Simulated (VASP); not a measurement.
# BP (F-43m) in VASP: further runs

The runs below take BP through elastic constants, with LDA.

Program: VASP 6.6.1. These are calculated values, not measurements. Logs are shortened: lines on timing, memory, paths and dates and some standing lists are left out, and cuts for length are marked.

## 1. The cell of the first run

The structure is cubic, space group F-43m (No. 216). The conventional cell has a = 4.295 Å, b = 4.295 Å, c = 4.295 Å, α = 90.00°, β = 90.00°, γ = 90.00°. B (site symmetry -43m) has 4 P at 1.86 Å within 2.5 Å. P (site symmetry -43m) has 4 B at 1.86 Å within 2.5 Å.

## 2. Elastic constants, LDA

The input, INCAR:

```
ALGO = Normal ; EDIFF = 1E-8
ENCUT = 600 ; GGA = CA
IBRION = 6 ; ISIF = 3
ISMEAR = 0 ; LASPH = True
LCHARG = False ; LREAL = False
LWAVE = False ; NBANDS = 11
NELM = 80 ; NFREE = 2
NSW = 1 ; POTIM = 0.015
PREC = Accurate ; SIGMA = 0.01
```

The input, KPOINTS:

```
k-points
0
Gamma
  10 10 10
```

The input, POSCAR:

```
BP
1.0
    0.0000000000      2.1476551804      2.1476551804
    2.1476551804      0.0000000000      2.1476551804
    2.1476551804      2.1476551804      0.0000000000
B P
1 1
Direct
    0.0000000000      0.0000000000      0.0000000000
    0.7500000000      0.7500000000      0.7500000000
```

Potentials or basis: VASP PAW LDA potentials, release 64 (B, P).

Command:

```console
cat potpaw_LDA.64/B/POTCAR potpaw_LDA.64/P/POTCAR > POTCAR
mpirun -np 1 vasp_std > vasp.out
```

OUTCAR:

```text
EDIFF = 1E-8
   ENCUT = 600
   GGA = CA
   IBRION = 6
   ISIF = 3
   ISMEAR = 0
   LASPH = True
   LREAL = False
   NELM = 80
   NFREE = 2
   NSW = 1
   POTIM = 0.015
   PREC = Accurate

 ion  position               nearest neighbor table
   1  0.000  0.000  0.000-   2 1.86   2 1.86   2 1.86   2 1.86
   2  0.750  0.750  0.750-   1 1.86   1 1.86   1 1.86   1 1.86

  LATTYP: Found a face centered cubic cell.
 ALAT       =     4.2953103608

  Lattice vectors:

 A1 = (   0.0000000000,   2.1476551804,   2.1476551804)
 A2 = (   2.1476551804,   0.0000000000,   2.1476551804)
 A3 = (   2.1476551804,   2.1476551804,   0.0000000000)

Analysis of symmetry for initial positions (statically):
=====================================================================
 Subroutine PRICEL returns:
 Original cell was already a primitive cell.

 Routine SETGRP: Setting up the symmetry group for a
 face centered cubic supercell.

 Subroutine GETGRP returns: Found 24 space group operations
 (whereof 24 operations were pure point group operations)
 out of a pool of 48 trial point group operations.

The static configuration has the point symmetry T_d .

Analysis of symmetry for dynamics (positions and initial velocities):
=====================================================================
 Subroutine PRICEL returns:
 Original cell was already a primitive cell.

 Routine SETGRP: Setting up the symmetry group for a
 face centered cubic supercell.

 Subroutine GETGRP returns: Found 24 space group operations
 (whereof 24 operations were pure point group operations)
 out of a pool of 48 trial point group operations.

The dynamic configuration has the point symmetry T_d .

 Subroutine INISYM returns: Found 24 space group operations
[... 667 lines left out ...]
 k-point    24 :       0.4000    0.3000    0.0000
  band No.  band energies     occupation
      1      -4.0542      2.00000
      2       3.0735      2.00000
      3       4.7873      2.00000
      4       5.4651      2.00000
      5      11.1410      0.00000
      6      12.9775      0.00000
      7      19.9601      0.00000
      8      20.1883      0.00000
      9      25.3531      0.00000
     10      25.8183      0.00000
     11      28.9459      0.00000

 [... further k-points ...]

------------------------ aborting loop because EDIFF is reached ----------------------------------------

  FORCE on cell =-STRESS in cart. coord.  units (eV):
  Direction    XX          YY          ZZ          XY          YZ          ZX
  --------------------------------------------------------------------------------------
  -------------------------------------------------------------------------------------
  Total        3.6808195      3.6877801      3.6877801      0.0000000     -0.2233026      0.0000000
  in kB      297.6675198    298.2304171    298.2304171      0.0000000    -18.0584624      0.0000000
  external PRESSURE =     298.0427847 kB  Pullay stress =       0.0000000 kB
[... 17 lines left out ...]
  FREE ENERGIE OF THE ION-ELECTRON SYSTEM (eV)
  ---------------------------------------------------
  free  energy   TOTEN  =       -14.1613340627 eV

  energy  without entropy=      -14.1613340627  energy(sigma->0) =      -14.16133406

 INTERNAL STRAIN TENSORS FROM STRAINED CELLS
 ============================================

 INTERNAL STRAIN TENSOR FOR ION    1 for displacements in x,y,z  (eV/Angst):
          X           Y           Z          XY          YZ          ZX
  --------------------------------------------------------------------------------
  x     0.00000    -0.00000    -0.00000     0.00000   -14.88224     0.00000
  y     0.00000    -0.00000    -0.00000     0.00000    -0.00000   -14.88226
  z    -0.00000    -0.00000     0.00000   -14.88340     0.00000     0.00000

 INTERNAL STRAIN TENSORS FROM DISPLACED ATOMS
 ============================================

 INTERNAL STRAIN TENSOR FOR ION    1 for displacements in x,y,z  (eV/Angst):
          X           Y           Z          XY          YZ          ZX
  --------------------------------------------------------------------------------
  x    -0.00000    -0.00000    -0.00000     0.00000   -14.88470     0.00000
  y    -0.00000    -0.00000    -0.00000     0.00000     0.00000   -14.88470
  z    -0.00000    -0.00000    -0.00000   -14.88470     0.00000     0.00000

 INTERNAL STRAIN TENSOR FOR ION    2 for displacements in x,y,z  (eV/Angst):
          X           Y           Z          XY          YZ          ZX
  --------------------------------------------------------------------------------
  x     0.00000    -0.00000    -0.00000     0.00000    14.88016     0.00000
  y     0.00000     0.00000     0.00000     0.00000     0.00000    14.88016
  z    -0.00000    -0.00000     0.00000    14.88016     0.00000     0.00000

 Eigenvectors and eigenvalues of the dynamical matrix
 ----------------------------------------------------

   1 f  =   28.010313 THz   175.993988 2PiTHz  934.323474 cm-1   115.841295 meV
             X         Y         Z           dx          dy          dz
      0.000000  0.000000  0.000000     0.000000    0.000000    0.860976
      3.221483  3.221483  3.221483     0.000000    0.000000   -0.508646
[... 21 lines left out ...]
   6 f/i=    0.000274 THz     0.001720 2PiTHz    0.009130 cm-1     0.001132 meV
             X         Y         Z           dx          dy          dz
      0.000000  0.000000  0.000000    -0.449726    0.237628    0.000000
      3.221483  3.221483  3.221483    -0.761243    0.402229    0.000000

--------------------------------------------------------------------------------------------------------

 ELASTIC MODULI CONTR FROM IONIC RELAXATION (kBar)
 Direction    XX          YY          ZZ          XY          YZ          ZX
 --------------------------------------------------------------------------------
 XX          -0.0000     -0.0000     -0.0000     -0.0000     -0.0000     -0.0000
 YY          -0.0000     -0.0000     -0.0000     -0.0000     -0.0000     -0.0000
 ZZ          -0.0000     -0.0000     -0.0000     -0.0000     -0.0000     -0.0000
 XY          -0.0000     -0.0000     -0.0000   -696.2448      0.0000      0.0000
 YZ          -0.0000     -0.0000     -0.0000      0.0000   -696.2448      0.0000
 ZX          -0.0000     -0.0000     -0.0000      0.0000      0.0000   -696.2448
 --------------------------------------------------------------------------------

 TOTAL ELASTIC MODULI (kBar)
 Direction    XX          YY          ZZ          XY          YZ          ZX
 --------------------------------------------------------------------------------
 XX        4489.8133   1494.0187   1494.0187     -0.0000     -0.0000     -0.0000
 YY        1494.0187   4489.8133   1494.0187     -0.0000     -0.0000     -0.0000
 ZZ        1494.0187   1494.0187   4489.8133     -0.0000     -0.0000     -0.0000
 XY          -0.0000     -0.0000     -0.0000   2390.8355      0.0000     -0.0000
 YZ          -0.0000     -0.0000     -0.0000      0.0000   2390.8355      0.0000
 ZX          -0.0000     -0.0000     -0.0000     -0.0000      0.0000   2390.8355
 --------------------------------------------------------------------------------
```

It took 7.8 min on 1 thread of Intel Xeon 8259CL, shared host; peak memory 0.24 GiB.

Results:

```
Elastic constants C11, C12, C44                         : 449, 149, 239 GPa
Voigt bulk modulus                                      : 249 GPa
Highest phonon frequency at Γ, LO-TO splitting left out : 934 cm⁻¹
```

Phonon frequencies in cm⁻¹ (negative: imaginary):
| q point | frequencies |
| --- | --- |
| (0.000, 0.000, 0.000) | 0 0 0 934 934 934 |

Elastic tensor in Voigt notation (GPa, in the Cartesian axes of the cell as first typed):
```
449 149 149   0   0   0
149 449 149   0   0   0
149 149 449   0   0   0
  0   0   0 239   0   0
  0   0   0   0 239   0
  0   0   0   0   0 239
```

Clamped-ion elastic tensor (GPa):
```
449 149 149   0   0   0
149 449 149   0   0   0
149 149 449   0   0   0
  0   0   0 309   0   0
  0   0   0   0 309   0
  0   0   0   0   0 309
```

Caveat: the cell is under stress, which shifts elastic constants.

## 3. Elastic constants, LDA

This run uses another cell than the first one, of 11.32 Å³/atom.

The input, INCAR:

```
SYSTEM = BP
PREC = Accurate ; ENCUT = 600
EDIFF = 1E-8 ; ISMEAR = 0
SIGMA = 0.01 ; LREAL = .False.
LASPH = .True. ; NELM = 80
ALGO = Normal ; ISIF = 3
LWAVE = .False. ; LCHARG = .False.
GGA = CA ; IBRION = 6
NFREE = 2 ; POTIM = 0.015
NSW = 1
```

The input, KPOINTS:

```
regular mesh
0
Gamma
  10 10 10
  0 0 0
```

The input, POSCAR:

```
BP
1.0
    0.0000000000      2.2453815682      2.2453815682
    2.2453815682      0.0000000000      2.2453815682
    2.2453815682      2.2453815682      0.0000000000
B P
1 1
Direct
    0.0000000000      0.0000000000      0.0000000000
    0.7500000000      0.7500000000      0.7500000000
```

Potentials or basis: VASP PAW LDA potentials, release 64 (B, P).

Command:

```console
cat potpaw_LDA.64/B/POTCAR potpaw_LDA.64/P/POTCAR > POTCAR
mpirun -np 1 vasp_std > vasp.out
```

Wall time 13 min (1 thread of Intel Xeon 8259CL, shared host); peak memory 0.26 GiB.

The run converged. Its results:

- Elastic constants C11, C12, C44: 358, 84, 195 GPa
- Voigt bulk modulus: 175 GPa
- Highest phonon frequency at Γ, LO-TO splitting left out: 819 cm⁻¹

Phonon frequencies in cm⁻¹ (negative: imaginary):
| q point | frequencies |
| --- | --- |
| (0.000, 0.000, 0.000) | 0 0 0 819 819 819 |

Elastic tensor in Voigt notation (GPa, in the Cartesian axes of the cell as first typed):
```
358  84  84   0   0   0
 84 358  84   0   0   0
 84  84 358   0   0   0
  0   0   0 195   0   0
  0   0   0   0 195   0
  0   0   0   0   0 195
```

Clamped-ion elastic tensor (GPa):
```
358  84  84   0   0   0
 84 358  84   0   0   0
 84  84 358   0   0   0
  0   0   0 218   0   0
  0   0   0   0 218   0
  0   0   0   0   0 218
```

## 4. Elastic constants, LDA

This run uses another cell than the first one, of 11.32 Å³/atom.

The input, INCAR:

```
SYSTEM = BP
  PREC = Accurate
  ENCUT = 600
  EDIFF = 1E-8
  ISMEAR = 0
  SIGMA = 0.01
  LREAL = .False.
  LASPH = .True.
  NELM = 100
  ALGO = Normal
  ISIF = 3
  LWAVE = .False.
  LCHARG = .False.
  IBRION = 6
  NFREE = 2
  POTIM = 0.015
  NSW = 1
```

KPOINTS is that of step 3.

POSCAR is that of step 3.

Command:

```console
cat potpaw_LDA.64/B/POTCAR potpaw_LDA.64/P/POTCAR > POTCAR
mpirun -np 1 vasp_std > vasp.out
```

It took 7.5 min on 1 thread of Intel Xeon 8259CL, shared host; peak memory 0.26 GiB.

Results (log left out):

- Elastic constants C11, C12, C44: 358, 84, 195 GPa
- Voigt bulk modulus: 175 GPa
- Highest phonon frequency at Γ, LO-TO splitting left out: 819 cm⁻¹

Phonon frequencies in cm⁻¹ (negative: imaginary):
| q point | frequencies |
| --- | --- |
| (0.000, 0.000, 0.000) | 0 0 0 819 819 819 |

Elastic tensor in Voigt notation (GPa, in the Cartesian axes of the cell as first typed):
```
358  84  84   0   0   0
 84 358  84   0   0   0
 84  84 358   0   0   0
  0   0   0 195   0   0
  0   0   0   0 195   0
  0   0   0   0   0 195
```

Clamped-ion elastic tensor (GPa):
```
358  84  84   0   0   0
 84 358  84   0   0   0
 84  84 358   0   0   0
  0   0   0 218   0   0
  0   0   0   0 218   0
  0   0   0   0   0 218
```
